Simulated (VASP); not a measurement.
# TePb3Se2 (I4/mmm) in VASP: single point with PBE

Aim: the single point of TePb3Se2 with PBE.

All numbers are computed with VASP 6.6.1; they aren't measurements. Logs are shortened: lines on timing, memory, paths and dates and some standing lists are left out, and cuts for length are marked.

**1. The cell of the first run**

Symmetry: I4/mmm, No. 139, tetragonal system. Conventional cell: a = 4.492 Å, b = 4.492 Å, c = 18.992 Å, α = 90.00°, β = 90.00°, γ = 90.00°. Within 4.2 Å of Te (site symmetry 4/mmm) lie 6 Pb at 3.18 to 3.27 Å. Within 4.0 Å of Pb (site symmetry 4mm) lie 5 Se at 3.07 to 3.18 Å and 1 Te at 3.27 Å. Pb (site symmetry 4/mmm) has 2 Se at 3.16 Å and 4 Te at 3.18 Å within 4.2 Å. Se (site symmetry 4mm) has 6 Pb at 3.07 to 3.18 Å within 4.0 Å.

**2. Single point, PBE**

Contents of INCAR:

```
PREC = Accurate
ENCUT = 520
EDIFF = 1E-6
ISMEAR = 0
SIGMA = 0.02
LREAL = False
LASPH = True
NELM = 60
ALGO = Normal
ISIF = 2
LWAVE = False
LCHARG = True
GGA = PE
LELF = True
LVHAR = True
NBANDS = 39
```

Contents of KPOINTS:

```
regular mesh
0
Gamma
  12 12 12
```

Contents of POSCAR:

```
TePb3Se2
1.0
   -2.2460641930      2.2460641930      9.4958209263
    2.2460641930     -2.2460641930      9.4958209263
    2.2460641930      2.2460641930     -9.4958209263
Te Pb Se
1 3 2
Direct
    0.0000000000      0.0000000000      0.0000000000
    0.8280610935      0.8280610935      0.0000000000
    0.5000000000      0.5000000000      0.0000000000
    0.1719389065      0.1719389065      0.0000000000
    0.6663194268      0.6663194268      0.0000000000
    0.3336805732      0.3336805732      0.0000000000
```

Potentials or basis: VASP PAW PBE potentials, release 64 (Te, Pb_d, Se).

The run is started by

```console
> cat potpaw_PBE.64/Te/POTCAR potpaw_PBE.64/Pb_d/POTCAR potpaw_PBE.64/Se/POTCAR > POTCAR
> mpirun -np 1 vasp_std > vasp.out
```

OUTCAR:

```text
PREC = Accurate
   ENCUT = 520
   EDIFF = 1E-6
   ISMEAR = 0
   LREAL = False
   LASPH = True
   NELM = 60
   ISIF = 2
   GGA = PE

 ion  position               nearest neighbor table
   1  0.000  0.000  0.000-   3 3.18   3 3.18   3 3.18   3 3.18   4 3.27   2 3.27
   2  0.828  0.828  0.000-   5 3.07   6 3.18   6 3.18   6 3.18   6 3.18   1 3.27
   3  0.500  0.500  0.000-   5 3.16   6 3.16   1 3.18   1 3.18   1 3.18   1 3.18
   4  0.172  0.172  0.000-   6 3.07   5 3.18   5 3.18   5 3.18   5 3.18   1 3.27
   5  0.666  0.666  0.000-   2 3.07   3 3.16   4 3.18   4 3.18   4 3.18   4 3.18
   6  0.334  0.334  0.000-   4 3.07   3 3.16   2 3.18   2 3.18   2 3.18   2 3.18

  LATTYP: Found a body centered tetragonal cell.
 ALAT       =     4.4921283860
 C/A-ratio  =     4.2277602554

  Lattice vectors:

 A1 = (  -2.2460641930,   2.2460641930,   9.4958209263)
 A2 = (   2.2460641930,  -2.2460641930,   9.4958209263)
 A3 = (   2.2460641930,   2.2460641930,  -9.4958209263)

Analysis of symmetry for initial positions (statically):
=====================================================================
 Subroutine PRICEL returns:
 Original cell was already a primitive cell.

 Routine SETGRP: Setting up the symmetry group for a
 body centered tetragonal supercell.

 Subroutine GETGRP returns: Found 16 space group operations
 (whereof 16 operations were pure point group operations)
 out of a pool of 16 trial point group operations.

The static configuration has the point symmetry D_4h.

Analysis of symmetry for dynamics (positions and initial velocities):
=====================================================================
 Subroutine PRICEL returns:
 Original cell was already a primitive cell.

 Routine SETGRP: Setting up the symmetry group for a
 body centered tetragonal supercell.

 Subroutine GETGRP returns: Found 16 space group operations
 (whereof 16 operations were pure point group operations)
 out of a pool of 16 trial point group operations.

The dynamic configuration has the point symmetry D_4h.

 Subroutine INISYM returns: Found 16 space group operations
 (whereof 16 operations are pure point group operations),
 and found     1 'primitive' translations

----------------------------------------------------------------------------------------

                                     Primitive cell

  volume of cell :     191.6182

  direct lattice vectors                    reciprocal lattice vectors
    -2.246064193  2.246064193  9.495820926     0.000000000  0.222611625  0.052654742
     2.246064193 -2.246064193  9.495820926     0.222611625  0.000000000  0.052654742
     2.246064193  2.246064193 -9.495820926     0.222611625  0.222611625  0.000000000

  length of vectors
    10.013002736 10.013002736 10.013002736     0.228754142  0.228754142  0.314820379

  position of ions in fractional coordinates (direct lattice)
     0.000000000  0.000000000  0.000000000
     0.828061093  0.828061093  0.000000000
     0.500000000  0.500000000  0.000000000
     0.171938907  0.171938907  0.000000000
     0.666319427  0.666319427  0.000000000
     0.333680573  0.333680573  0.000000000

  ion indices of the primitive-cell ions
   primitive index   ion index
                 1           1
                 2           2
                 3           3
                 4           4
                 5           5
                 6           6

----------------------------------------------------------------------------------------

 KPOINTS: regular mesh

Automatic generation of k-mesh.
 Grid dimensions read from file:
 generate k-points for:   12   12   12

 Generating k-lattice:

  Cartesian coordinates                     Fractional coordinates (reciprocal lattice)
     0.000000000  0.018550969  0.004387895     0.083333333  0.000000000 -0.000000000
     0.018550969  0.000000000  0.004387895     0.000000000  0.083333333 -0.000000000
     0.018550969  0.018550969  0.000000000     0.000000000  0.000000000  0.083333333

  Length of vectors
     0.019062845  0.019062845  0.026235032

  Shift w.r.t. Gamma in fractional coordinates (k-lattice)
     0.000000000  0.000000000  0.000000000

 Subroutine IBZKPT returns following result:
 ===========================================

 Found    163 irreducible k-points:

 Following reciprocal coordinates:
            Coordinates               Weight
  0.000000  0.000000  0.000000      1.000000
  0.083333  0.000000 -0.000000      8.000000
  0.166667  0.000000 -0.000000      8.000000
  0.250000 -0.000000  0.000000      8.000000
  0.333333 -0.000000  0.000000      8.000000
  0.416667 -0.000000  0.000000      8.000000
[... 16 lines left out ...]
  0.500000  0.166667  0.000000     16.000000
 -0.416667  0.166667 -0.000000     16.000000
 [... further k-points ...]
   k-points           NKPTS =    163   k-points in BZ     NKDIM =    163   number of bands    NBANDS=     39
   number of dos      NEDOS =    301   number of ions     NIONS =      6
   total plane-waves  NPLWV = 512000
   dimension x,y,z NGX =    80 NGY =   80 NGZ =   80
   dimension x,y,z NGXF=   160 NGYF=  160 NGZF=  160
   ions per type =               1   3   2
   NGX,Y,Z   is equivalent  to a cutoff of  13.28, 13.28, 13.28 a.u.
   NGXF,Y,Z  is equivalent  to a cutoff of  26.56, 26.56, 26.56 a.u.
 SYSTEM =  unknown system
   PREC   = accura    normal or accurate (medium, high low for compatibility)
   ISTART =      0    job   : 0-new  1-cont  2-samecut
   ICHARG =      2    charge: 1-file 2-atom 10-const
   ISPIN  =      1    spin polarized calculation?
   LNONCOLLINEAR =      F non collinear calculations
   LSORBIT =      F    spin-orbit coupling
   LASPH  =      T    aspherical Exc in radial PAW
   ENCUT  =  520.0 eV  38.22 Ry    6.18 a.u.  18.62 18.62 18.62*2*pi/ulx,y,z
   NELM   =     60;   NELMIN=  2; NELMDL= -5     # of ELM steps
   EDIFF  = 0.1E-05   stopping-criterion for ELM
   LREAL  =      F    real-space projection
   EDIFFG = 0.1E-04   stopping-criterion for IOM
   NSW    =      0    number of steps for IOM
   IBRION =     -1    ionic relax: 0-MD 1-quasi-New 2-CG
   NFREE  =      0    steps in history (QN), initial steepest desc. (CG)
   ISIF   =      2    stress and relaxation
   ISYM   =      2    0-nonsym 1-usesym 2-fastsym
   POTIM  = 0.5000    time-step for ionic-motion
   TEBEG  =    0.0;   TEEND  =   0.0 temperature during run
   PSTRESS=    0.0 pullay stress
   NELECT =      60.0000    total number of electrons
   NUPDOWN=      -1.0000    fix difference up-down
   EMIN   =  10.00;   EMAX   =-10.00  energy-range for DOS
   EFERMI =   0.00;   METHOD = LEGACY
   ISMEAR =     0;   SIGMA  =   0.02  broadening in eV -4-tet -1-fermi 0-gaus
   EFERMI_NEDOS =   21; number of points for ismear=-14 and -15
   IALGO  =     38    algorithm
   IMIX   =      4    mixing-type and parameters
     AMIX     =   0.40;   BMIX     =  1.00
     AMIX_MAG =   1.60;   BMIX_MAG =  1.00
  volume/ion in A,a.u.               =      31.94       215.52
  Fermi-wavevector in a.u.,A,eV,Ry     =   1.111680  2.100770 16.814509  1.235832
  Thomas-Fermi vector in A             =   2.248245
   LORBIT       =      0    0 simple, 1 ext, 2 COOP (PROOUT), +10 PAW based schemes
   GGA     = PE    functional components
   LHFCALC =     F    Hartree Fock is set to
   AEXX    =    0.0000 exact exchange contribution
   IVDW    =     0    specifies the selected vdW correction
   LEPSILON=     F    determine dielectric tensor
   LRPA    =     F    only Hartree local field effects (RPA)
 non-spin polarized calculation
 Gauss-broadening in eV      SIGMA  =   0.02
  energy-cutoff  :      520.00
  volume of cell :      191.62
 maximum number of plane-waves:      5188
 NGX is ok and might be reduce to    80
   NGX = 37   NGY = 37   NGZ = 37

 number of electron      60.0000002 magnetization

 Free energy of the ion-electron system (eV)
  ---------------------------------------------------
  ext. energy  EPLUGINS =         0.00000000
  ---------------------------------------------------
  free energy    TOTEN  =       -23.78675242 eV

  energy without entropy =      -23.78675242  energy(sigma->0) =      -23.78675242

 E-fermi :   4.8212     XC(G=0):  -9.2137

 val. band max:        4.7020559829   @ k =   0.5000  -0.0000   0.0000
 cond. band min:       5.1223035886   @ k =   0.5000  -0.0000   0.0000
 fundamental gap:      0.4202476056
 Fermi energy:         4.8211559423

 k-point     1 :       0.0000    0.0000    0.0000
  band No.  band energies     occupation
      1     -12.1767      2.00000
      2     -12.1447      2.00000
      3     -12.1359      2.00000
      4     -12.1333      2.00000
      5     -12.1255      2.00000
      6     -12.1222      2.00000
[... 31 lines left out ...]
     38       9.2565      0.00000
     39       9.2565      0.00000

 k-point     2 :       0.0833    0.0000   -0.0000
  band No.  band energies     occupation
      1     -12.1749      2.00000
      2     -12.1434      2.00000
      3     -12.1352      2.00000
      4     -12.1325      2.00000
      5     -12.1265      2.00000
      6     -12.1228      2.00000
[... 31 lines left out ...]
     38       9.1190      0.00000
     39       9.4839      0.00000

 k-point     3 :       0.1667    0.0000   -0.0000
  band No.  band energies     occupation
      1     -12.1698      2.00000
      2     -12.1400      2.00000
      3     -12.1345      2.00000
      4     -12.1293      2.00000
      5     -12.1292      2.00000
      6     -12.1249      2.00000
[... 31 lines left out ...]
     38       8.9139      0.00000
     39       9.1501      0.00000

 k-point     4 :       0.2500   -0.0000    0.0000
  band No.  band energies     occupation
      1     -12.1627      2.00000
      2     -12.1350      2.00000
      3     -12.1345      2.00000
      4     -12.1329      2.00000
      5     -12.1287      2.00000
      6     -12.1248      2.00000
[... 31 lines left out ...]
     38       8.5715      0.00000
     39       9.1258      0.00000
[... 754 lines left out ...]
     38       8.7329      0.00000
     39       9.1718      0.00000

 k-point    23 :       0.5000    0.1667    0.0000
  band No.  band energies     occupation
      1     -12.1553      2.00000
      2     -12.1545      2.00000
      3     -12.1333      2.00000
      4     -12.1314      2.00000
      5     -12.1242      2.00000
      6     -12.1241      2.00000
[... 31 lines left out ...]
     38       8.3608      0.00000
     39       9.0351      0.00000

 k-point    24 :      -0.4167    0.1667   -0.0000
  band No.  band energies     occupation
      1     -12.1563      2.00000
      2     -12.1520      2.00000
      3     -12.1328      2.00000
      4     -12.1314      2.00000
      5     -12.1262      2.00000
      6     -12.1220      2.00000
[... 31 lines left out ...]
     38       8.7215      0.00000
     39       9.0128      0.00000

 [... further k-points ...]

------------------------ aborting loop because EDIFF is reached ----------------------------------------

  FORCE on cell =-STRESS in cart. coord.  units (eV):
  Direction    XX          YY          ZZ          XY          YZ          ZX
  --------------------------------------------------------------------------------------
  -------------------------------------------------------------------------------------
  Total       -0.0273596     -0.0273596     -0.0283920      0.0000000      0.0000000      0.0000000
  in kB       -0.2287618     -0.2287618     -0.2373937      0.0000000      0.0000000      0.0000000
  external PRESSURE =      -0.2316391 kB  Pullay stress =       0.0000000 kB

 VOLUME and BASIS-vectors are now :
 -----------------------------------------------------------------------------
  energy-cutoff  :      520.00
  volume of cell :      191.62
      direct lattice vectors                 reciprocal lattice vectors
    -2.246064193  2.246064193  9.495820926     0.000000000  0.222611625  0.052654742
     2.246064193 -2.246064193  9.495820926     0.222611625  0.000000000  0.052654742
     2.246064193  2.246064193 -9.495820926     0.222611625  0.222611625  0.000000000

 POSITION                                       TOTAL-FORCE (eV/Angst)
 -----------------------------------------------------------------------------------
      0.00000      0.00000      0.00000         0.000000      0.000000     -0.000000
      0.00000      0.00000     15.72624         0.000000      0.000000     -0.000631
      0.00000      0.00000      9.49582         0.000000      0.000000      0.000000
      0.00000      0.00000      3.26540        -0.000000     -0.000000      0.000631
      0.00000      0.00000     12.65450         0.000000      0.000000      0.000921
      0.00000      0.00000      6.33714        -0.000000     -0.000000     -0.000921
 -----------------------------------------------------------------------------------
    total drift:                               -0.000000      0.000000      0.000000

  FREE ENERGIE OF THE ION-ELECTRON SYSTEM (eV)
  ---------------------------------------------------
  free  energy   TOTEN  =       -23.7867524225 eV

  energy  without entropy=      -23.7867524225  energy(sigma->0) =      -23.78675242
```

It took 2.1 h on 1 thread of Oxide Virtual Turin-like, shared host; peak memory 1.6 GiB.

Results:

```
Free energy            : -23.7868 eV
Pressure               : 0.0 GPa
Band gap on the k mesh : 0.42 eV
```

Levels at points of the mesh, in eV from the valence-band top:
| k point | band 28 | band 29 | band 30 | band 31 | band 32 | band 33 |
| --- | --- | --- | --- | --- | --- | --- |
| (0.00, 0.00, 0.00) | -1.55 | -1.51 | -1.51 | 3.68 | 3.88 | 4.00 |
| (0.50, 0.00, 0.00) | -0.76 | -0.56 | 0.00 | 0.42 | 1.20 | 1.39 |
| (0.50, 0.50, 0.00) | -2.78 | -1.52 | -1.23 | 2.78 | 2.87 | 3.67 |
| (0.50, 0.50, 0.50) | -1.86 | -0.82 | -0.40 | 1.79 | 2.06 | 3.66 |

Caveat: spin-orbit coupling is left out, which moves the levels of the heavy elements. A k mesh can miss the band edges.
